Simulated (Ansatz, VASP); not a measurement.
# One calculation of TaN, two programs

```
Ta N
1.0
     0.00000    2.17900    2.17900
     2.17900    0.00000    2.17900
     2.17900    2.17900    0.00000
Ta N
1 1
Cartesian
  2.1790 2.1790 2.1790
  0.0000 0.0000 0.0000
```

Alike in both runs: task single point; functional PBE; k mesh 11 × 11 × 11; occupations methfessel-paxton of order 1, width 0.1 eV; no spin polarisation.

```csv
,VASP,Ansatz
version,VASP 6.6.1,Ansatz 0.2.0
potentials or method,"VASP PAW PBE potentials, release 64 (Ta_sv_GW, N), cutoff 600 eV","plane waves, PAW"
valence electrons in the cell,18,18
```

```csv
,VASP,Ansatz,Ansatz less VASP
pressure (GPa),14.6,14.5,-0.06
```

With one functional, cell and mesh, what is left measures potentials, basis and numerics.

Neither program's run includes spin-orbit coupling.
